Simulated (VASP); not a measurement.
# GaN (I-4m2) in VASP: notebook

Runs on GaN. Level: r2SCAN. Tasks: single point.

Program: VASP 6.6.1. These are calculated values, not measurements. Logs are shortened: lines on timing, memory, paths and dates and some standing lists are left out, and cuts for length are marked.

## Step 1: The cell of the first run

It takes space group I-4m2 (No. 119, tetragonal). The conventional cell has a = 3.228 Å, b = 3.228 Å, c = 4.498 Å, α = 90.00°, β = 90.00°, γ = 90.00°. Ga (site symmetry -4m2) has 4 N at 1.97 Å within 2.6 Å. N (site symmetry -4m2) has 4 Ga at 1.97 Å within 2.6 Å.

## Step 2: Single point, r2SCAN (strain +0.015 along x and y, +0.000 along z)

The input, POSCAR:

```
GaN
1.0
    0.0000000000      2.2826708204      2.2489367689
    2.2826708204      0.0000000000      2.2489367689
    2.2826708204      2.2826708204      0.0000000000
Ga N
1 1
Direct
    0.0000000000      0.0000000000      0.0000000000
    0.7500000000      0.7500000000      0.7500000000
```

The input, INCAR.step1:

```
  PREC = Accurate
  ENCUT = 520
  ISMEAR = 0
  SIGMA = 0.05
  LREAL = F
  LASPH = T
  NELM = 60
  NBANDS = 16
  GGA = PE
  ALGO = Normal
  EDIFF = 1E-4
  LWAVE = T
  LCHARG = F
```

The input, INCAR.step2:

```
  PREC = Accurate
  ENCUT = 520
  EDIFF = 1E-6
  ISMEAR = 0
  SIGMA = 0.05
  LREAL = F
  LASPH = T
  NELM = 60
  ALGO = Normal
  ISIF = 2
  LWAVE = F
  LCHARG = F
  METAGGA = R2SCAN
  LMIXTAU = T
  NBANDS = 16
  ISTART = 1
```

The input, KPOINTS:

```
regular mesh
0
Gamma
  10 10 10
```

Potentials or basis: VASP PAW PBE potentials, release 64 (Ga_d, N).

On the command line:

```console
cat potpaw_PBE.64/Ga_d/POTCAR potpaw_PBE.64/N/POTCAR > POTCAR
cp INCAR.step1 INCAR
mpirun -np 1 vasp_std > vasp.out
cp INCAR.step2 INCAR
mpirun -np 1 vasp_std > vasp.out
```

OUTCAR:

```text
PREC = Accurate
   ENCUT = 520
   EDIFF = 1E-6
   ISMEAR = 0
   LREAL = F
   LASPH = T
   NELM = 60
   ISIF = 2
   METAGGA = R2SCAN
   ISTART = 1

 ion  position               nearest neighbor table
   1  0.000  0.000  0.000-   2 1.97   2 1.97   2 1.97   2 1.97
   2  0.750  0.750  0.750-   1 1.97   1 1.97   1 1.97   1 1.97

  LATTYP: Found a body centered tetragonal cell.
 ALAT       =     3.2281840326
 C/A-ratio  =     1.3933138546

  Lattice vectors:

 A1 = (   0.0000000000,  -2.2826708204,  -2.2489367689)
 A2 = (   0.0000000000,   2.2826708204,  -2.2489367689)
 A3 = (   2.2826708204,   0.0000000000,   2.2489367689)

Analysis of symmetry for initial positions (statically):
=====================================================================
 Subroutine PRICEL returns:
 Original cell was already a primitive cell.

 Routine SETGRP: Setting up the symmetry group for a
 body centered tetragonal supercell.

 Subroutine GETGRP returns: Found  8 space group operations
 (whereof  8 operations were pure point group operations)
 out of a pool of 16 trial point group operations.

The static configuration has the point symmetry D_2d.

Analysis of symmetry for dynamics (positions and initial velocities):
=====================================================================
 Subroutine PRICEL returns:
 Original cell was already a primitive cell.

 Routine SETGRP: Setting up the symmetry group for a
 body centered tetragonal supercell.

 Subroutine GETGRP returns: Found  8 space group operations
 (whereof  8 operations were pure point group operations)
 out of a pool of 16 trial point group operations.

The dynamic configuration has the point symmetry D_2d.

 Subroutine INISYM returns: Found  8 space group operations
 (whereof  8 operations are pure point group operations),
 and found     1 'primitive' translations

----------------------------------------------------------------------------------------

                                     Primitive cell

  volume of cell :      23.4366

  direct lattice vectors                    reciprocal lattice vectors
     0.000000000  2.282670820  2.248936769    -0.219041657  0.219041657  0.222327282
     2.282670820  0.000000000  2.248936769     0.219041657 -0.219041657  0.222327282
     2.282670820  2.282670820  0.000000000     0.219041657  0.219041657 -0.222327282

  length of vectors
     3.204419240  3.204419240  3.228184033     0.381297674  0.381297674  0.381297674

  position of ions in fractional coordinates (direct lattice)
     0.000000000  0.000000000  0.000000000
     0.750000000  0.750000000  0.750000000

  ion indices of the primitive-cell ions
   primitive index   ion index
                 1           1
                 2           2

----------------------------------------------------------------------------------------

 KPOINTS: regular mesh

Automatic generation of k-mesh.
 Grid dimensions read from file:
 generate k-points for:   10   10   10

 Generating k-lattice:

  Cartesian coordinates                     Fractional coordinates (reciprocal lattice)
    -0.021904166  0.021904166  0.022232728     0.100000000  0.000000000  0.000000000
     0.021904166 -0.021904166  0.022232728     0.000000000  0.100000000  0.000000000
     0.021904166  0.021904166 -0.022232728     0.000000000  0.000000000  0.100000000

  Length of vectors
     0.038129767  0.038129767  0.038129767

  Shift w.r.t. Gamma in fractional coordinates (k-lattice)
     0.000000000  0.000000000  0.000000000

 Subroutine IBZKPT returns following result:
 ===========================================

 Found    102 irreducible k-points:

 Following reciprocal coordinates:
            Coordinates               Weight
  0.000000  0.000000  0.000000      1.000000
  0.100000 -0.000000  0.000000      8.000000
  0.200000 -0.000000  0.000000      8.000000
  0.300000  0.000000  0.000000      8.000000
  0.400000  0.000000  0.000000      8.000000
  0.500000 -0.000000  0.000000      4.000000
[... 16 lines left out ...]
  0.300000  0.300000  0.000000      2.000000
  0.400000  0.300000  0.000000      8.000000
 [... further k-points ...]
   k-points           NKPTS =    102   k-points in BZ     NKDIM =    102   number of bands    NBANDS=     16
   number of dos      NEDOS =    301   number of ions     NIONS =      2
   total plane-waves  NPLWV =  13824
   dimension x,y,z NGX =    24 NGY =   24 NGZ =   24
   dimension x,y,z NGXF=    48 NGYF=   48 NGZF=   48
   ions per type =               1   1
   NGX,Y,Z   is equivalent  to a cutoff of  12.45, 12.45, 12.36 a.u.
   NGXF,Y,Z  is equivalent  to a cutoff of  24.90, 24.90, 24.72 a.u.
 SYSTEM =  unknown system
   PREC   = accura    normal or accurate (medium, high low for compatibility)
   ISTART =      1    job   : 0-new  1-cont  2-samecut
   ICHARG =      0    charge: 1-file 2-atom 10-const
   ISPIN  =      1    spin polarized calculation?
   LNONCOLLINEAR =      F non collinear calculations
   LSORBIT =      F    spin-orbit coupling
   LASPH  =      T    aspherical Exc in radial PAW
   ENCUT  =  520.0 eV  38.22 Ry    6.18 a.u.   5.96  5.96  6.00*2*pi/ulx,y,z
   NELM   =     60;   NELMIN=  2; NELMDL=  0     # of ELM steps
   EDIFF  = 0.1E-05   stopping-criterion for ELM
   LREAL  =      F    real-space projection
   EDIFFG = 0.1E-04   stopping-criterion for IOM
   NSW    =      0    number of steps for IOM
   IBRION =     -1    ionic relax: 0-MD 1-quasi-New 2-CG
   NFREE  =      0    steps in history (QN), initial steepest desc. (CG)
   ISIF   =      2    stress and relaxation
   ISYM   =      2    0-nonsym 1-usesym 2-fastsym
   POTIM  = 0.5000    time-step for ionic-motion
   TEBEG  =    0.0;   TEEND  =   0.0 temperature during run
   PSTRESS=    0.0 pullay stress
   NELECT =      18.0000    total number of electrons
   NUPDOWN=      -1.0000    fix difference up-down
   EMIN   =  10.00;   EMAX   =-10.00  energy-range for DOS
   EFERMI =   0.00;   METHOD = LEGACY
   ISMEAR =     0;   SIGMA  =   0.05  broadening in eV -4-tet -1-fermi 0-gaus
   EFERMI_NEDOS =   21; number of points for ismear=-14 and -15
   IALGO  =     38    algorithm
   IMIX   =      4    mixing-type and parameters
     AMIX     =   0.40;   BMIX     =  1.00
     AMIX_MAG =   1.60;   BMIX_MAG =  1.00
  volume/ion in A,a.u.               =      11.72        79.08
  Fermi-wavevector in a.u.,A,eV,Ry     =   1.499228  2.833130 30.581612  2.247685
  Thomas-Fermi vector in A             =   2.610885
   LORBIT       =      0    0 simple, 1 ext, 2 COOP (PROOUT), +10 PAW based schemes
   METAGGA = R2SCAN    functional components
   LHFCALC =     F    Hartree Fock is set to
   AEXX    =    0.0000 exact exchange contribution
   IVDW    =     0    specifies the selected vdW correction
   LEPSILON=     F    determine dielectric tensor
   LRPA    =     F    only Hartree local field effects (RPA)
 non-spin polarized calculation
 Gauss-broadening in eV      SIGMA  =   0.05
  energy-cutoff  :      520.00
  volume of cell :       23.44
 maximum number of plane-waves:       642
   NGX = 11   NGY = 11   NGZ = 13

 number of electron      17.9999989 magnetization

 Free energy of the ion-electron system (eV)
  ---------------------------------------------------
  ext. energy  EPLUGINS =         0.00000000
  ---------------------------------------------------
  free energy    TOTEN  =       -21.88795474 eV

  energy without entropy =      -21.88795474  energy(sigma->0) =      -21.88795474

 E-fermi :   5.0204     XC(G=0): -12.4961

 val. band max:        4.8067922198   @ k =   0.0000   0.0000   0.0000
 cond. band min:       6.7232886897   @ k =   0.0000   0.0000   0.0000
 fundamental gap:      1.9164964699
 Fermi energy:         5.0203898139

 k-point     1 :       0.0000    0.0000    0.0000
  band No.  band energies     occupation
      1     -11.7665      2.00000
      2      -9.0586      2.00000
      3      -9.0585      2.00000
      4      -9.0437      2.00000
      5      -8.7281      2.00000
      6      -8.7280      2.00000
[... 8 lines left out ...]
     15      24.1344      0.00000
     16      24.1344      0.00000

 k-point     2 :       0.1000   -0.0000    0.0000
  band No.  band energies     occupation
      1     -11.6612      2.00000
      2      -9.0453      2.00000
      3      -9.0371      2.00000
      4      -9.0102      2.00000
      5      -8.7295      2.00000
      6      -8.7287      2.00000
[... 8 lines left out ...]
     15      22.8214      0.00000
     16      23.2048      0.00000

 k-point     3 :       0.2000   -0.0000    0.0000
  band No.  band energies     occupation
      1     -11.3943      2.00000
      2      -9.0142      2.00000
      3      -9.0045      2.00000
      4      -8.8469      2.00000
      5      -8.7290      2.00000
      6      -8.7264      2.00000
[... 8 lines left out ...]
     15      22.0271      0.00000
     16      22.2925      0.00000

 k-point     4 :       0.3000    0.0000    0.0000
  band No.  band energies     occupation
      1     -11.1020      2.00000
      2      -8.9856      2.00000
      3      -8.9753      2.00000
      4      -8.7192      2.00000
      5      -8.7127      2.00000
      6      -8.4700      2.00000
[... 8 lines left out ...]
     15      22.6224      0.00000
     16      22.6818      0.00000
[... 324 lines left out ...]
 k-point    22 :      -0.2000    0.2000    0.0000
  band No.  band energies     occupation
      1     -11.0147      2.00000
      2      -8.9566      2.00000
      3      -8.9555      2.00000
      4      -8.7454      2.00000
      5      -8.7381      2.00000
      6      -8.3199      2.00000
[... 8 lines left out ...]
     15      22.7183      0.00000
     16      26.1451      0.00000

 k-point    23 :       0.3000    0.3000    0.0000
  band No.  band energies     occupation
      1     -10.9175      2.00000
      2      -8.8912      2.00000
      3      -8.8727      2.00000
      4      -8.8727      2.00000
      5      -8.6766      2.00000
      6      -8.2657      2.00000
[... 8 lines left out ...]
     15      27.1438      0.00000
     16      27.7737      0.00000

 k-point    24 :       0.4000    0.3000    0.0000
  band No.  band energies     occupation
      1     -10.7925      2.00000
      2      -8.9108      2.00000
      3      -8.8379      2.00000
      4      -8.8342      2.00000
      5      -8.6665      2.00000
      6      -7.8478      2.00000
[... 8 lines left out ...]
     15      27.6571      0.00000
     16      27.6810      0.00000

 [... further k-points ...]
[... 5 lines left out ...]
  --------------------------------------------------------------------------------------
  -------------------------------------------------------------------------------------
  Total       -0.7425028     -0.7425028     -0.4681034      0.0000000      0.0000000     -0.0000000
  in kB      -50.7592123    -50.7592123    -32.0006314      0.0000000      0.0000000     -0.0000000
  external PRESSURE =     -44.5063520 kB  Pullay stress =       0.0000000 kB

 VOLUME and BASIS-vectors are now :
 -----------------------------------------------------------------------------
  energy-cutoff  :      520.00
  volume of cell :       23.44
      direct lattice vectors                 reciprocal lattice vectors
     0.000000000  2.282670820  2.248936769    -0.219041657  0.219041657  0.222327282
     2.282670820  0.000000000  2.248936769     0.219041657 -0.219041657  0.222327282
     2.282670820  2.282670820  0.000000000     0.219041657  0.219041657 -0.222327282

 POSITION                                       TOTAL-FORCE (eV/Angst)
 -----------------------------------------------------------------------------------
      0.00000      0.00000      0.00000        -0.000000     -0.000000     -0.000000
      3.42401      3.42401      3.37341         0.000000      0.000000      0.000000
 -----------------------------------------------------------------------------------
    total drift:                               -0.000009     -0.000009     -0.000018

  FREE ENERGIE OF THE ION-ELECTRON SYSTEM (eV)
  ---------------------------------------------------
  free  energy   TOTEN  =       -21.8879547447 eV

  energy  without entropy=      -21.8879547447  energy(sigma->0) =      -21.88795474
```

It used 75 s of CPU time on 1 thread of Intel(R) Xeon(R) Platinum 8488C (Sapphire Rapids), with other jobs on the host.

Results:

| Item | Value |
| --- | --- |
| Free energy | -21.8880 eV |
| Pressure | -4.5 GPa |
| Band gap on the k mesh | 1.92 eV, direct |

Caveat: the cell differs from its parent crystal (strain +0.015 along x and y, +0.000 along z); the PAW data sets were made with another functional, which shifts forces and pressure a little.

## Step 3: Single point, r2SCAN (strain +0.030 along x and y, +0.000 along z)

The input, POSCAR:

```
GaN
1.0
    0.0000000000      2.3164048720      2.2489367689
    2.3164048720      0.0000000000      2.2489367689
    2.3164048720      2.3164048720      0.0000000000
Ga N
1 1
Direct
    0.0000000000      0.0000000000      0.0000000000
    0.7500000000      0.7500000000      0.7500000000
```

The input, INCAR.step1:

```
  ALGO = Normal
  EDIFF = 1E-4
  ENCUT = 520
  GGA = PE
  ISMEAR = 0
  LASPH = T
  LCHARG = F
  LREAL = F
  LWAVE = T
  NBANDS = 16
  NELM = 60
  PREC = Accurate
  SIGMA = 0.05
```

The input, INCAR.step2:

```
  ALGO = Normal
  EDIFF = 1E-6
  ENCUT = 520
  ISIF = 2
  ISMEAR = 0
  ISTART = 1
  LASPH = T
  LCHARG = T
  LELF = T
  LMIXTAU = T
  LREAL = F
  LVHAR = T
  LWAVE = F
  METAGGA = R2SCAN
  NBANDS = 16
  NELM = 60
  PREC = Accurate
  SIGMA = 0.05
```

The input, KPOINTS:

```
k-points
0
Gamma
  10 10 10
```

Potentials or basis: VASP PAW PBE potentials, release 64 (Ga_d, N).

On the command line:

```console
cat potpaw_PBE.64/Ga_d/POTCAR potpaw_PBE.64/N/POTCAR > POTCAR
cp INCAR.step1 INCAR
mpirun -np 1 vasp_std > vasp.out
cp INCAR.step2 INCAR
mpirun -np 1 vasp_std > vasp.out
```

It used 68 s of CPU time on 1 thread of Intel(R) Xeon(R) Platinum 8488C (Sapphire Rapids) (shared host).

Results (log left out):

| Property | Result |
| --- | --- |
| Free energy | -21.8541 eV |
| Pressure | -9.3 GPa |
| Band gap on the k mesh | 1.68 eV, direct |

Stress tensor (GPa, compression positive):
```
-10.48   0.00   0.00
  0.00 -10.48   0.00
  0.00   0.00  -6.83
```

Levels at points of the mesh, in eV from the valence-band top:
```
           k point  band 5  band 6  band 7  band 8  band 9  band 10  band 11  band 12  band 13  band 14
(0.00, 0.00, 0.00)  -13.59  -13.59   -0.13   -0.13    0.00     1.68    10.52    10.61    10.61    17.72
(0.50, 0.00, 0.00)  -13.55  -12.47   -6.89   -1.12   -0.91     4.68     9.07    10.42    10.87    15.92
(0.50, 0.50, 0.00)  -13.52  -11.99   -5.87   -2.83   -2.83     3.55     6.51    12.36    14.17    14.17
(0.50, 0.00, 0.50)  -13.53  -12.13   -6.18   -2.61   -2.60     3.72     6.98    11.96    13.99    14.66
```

Caveat: the cell differs from its parent crystal (strain +0.030 along x and y, +0.000 along z); the PAW data sets were made with another functional, which shifts forces and pressure a little.

## Step 4: Single point, r2SCAN (strain +0.015 along x and y, +0.030 along z)

The input, POSCAR:

```
GaN
1.0
    0.0000000000      2.2826708204      2.3164048720
    2.2826708204      0.0000000000      2.3164048720
    2.2826708204      2.2826708204      0.0000000000
Ga N
1 1
Direct
    0.0000000000      0.0000000000      0.0000000000
    0.7500000000      0.7500000000      0.7500000000
```

The input, INCAR.step1:

```
PREC     = Accurate       # precision mode
ENCUT    = 520            # plane-wave cutoff, eV
ISMEAR   = 0              # smearing method
SIGMA    = 0.05           # smearing width, eV
LREAL    = F              # projectors in reciprocal space
LASPH    = T              # aspherical terms in the spheres
NELM     = 80             # most SCF steps
NBANDS   = 16             # bands
GGA      = PE             # functional
ALGO     = Normal         # electronic algorithm
EDIFF    = 1E-4           # SCF threshold, eV
LWAVE    = T              # write WAVECAR
LCHARG   = F              # write CHGCAR
```

The input, INCAR.step2:

```
PREC     = Accurate       # precision mode
ENCUT    = 520            # plane-wave cutoff, eV
EDIFF    = 1E-7           # SCF threshold, eV
ISMEAR   = 0              # smearing method
SIGMA    = 0.05           # smearing width, eV
LREAL    = F              # projectors in reciprocal space
LASPH    = T              # aspherical terms in the spheres
NELM     = 80             # most SCF steps
ALGO     = Normal         # electronic algorithm
ISIF     = 2              # what is computed and relaxed
LWAVE    = F              # write WAVECAR
LCHARG   = T              # write CHGCAR
METAGGA  = R2SCAN         # meta-GGA
LMIXTAU  = T            
LELF     = T              # ELF
LVHAR    = T            
NBANDS   = 16             # bands
ISTART   = 1
```

The input, KPOINTS:

```
Automatic mesh
0
Gamma
  10 10 10
```

On the command line:

```console
cat potpaw_PBE.64/Ga_d/POTCAR potpaw_PBE.64/N/POTCAR > POTCAR
cp INCAR.step1 INCAR
mpirun -np 1 vasp_std > vasp.out
cp INCAR.step2 INCAR
mpirun -np 1 vasp_std > vasp.out
```

It used 91 s of CPU time on 1 thread of Intel(R) Xeon(R) Platinum 8488C (Sapphire Rapids), with other jobs on the host.

Results (log left out):

| Item | Value |
| --- | --- |
| Free energy | -21.8578 eV |
| Pressure | -9.3 GPa |
| Band gap on the k mesh | 1.74 eV, direct |

Stress tensor (GPa, compression positive):
```
 -8.69   0.00   0.00
  0.00  -8.69   0.00
  0.00   0.00 -10.63
```

Levels at points of the mesh, in eV from the valence-band top:
| k point | band 7 | band 8 | band 9 | band 10 | band 11 | band 12 |
| --- | --- | --- | --- | --- | --- | --- |
| (0.00, 0.00, 0.00) | -0.07 | 0.00 | 0.00 | 1.74 | 10.62 | 10.62 |
| (0.50, 0.00, 0.00) | -6.83 | -1.01 | -0.90 | 4.76 | 9.13 | 10.59 |
| (0.50, 0.50, 0.00) | -6.12 | -2.55 | -2.55 | 3.78 | 7.04 | 12.03 |
| (0.50, 0.00, 0.50) | -5.97 | -2.66 | -2.65 | 3.69 | 6.81 | 12.22 |

Caveat: the cell differs from its parent crystal (strain +0.015 along x and y, +0.030 along z); the PAW data sets were made with another functional, which shifts forces and pressure a little.

[end of part 1 of 2]
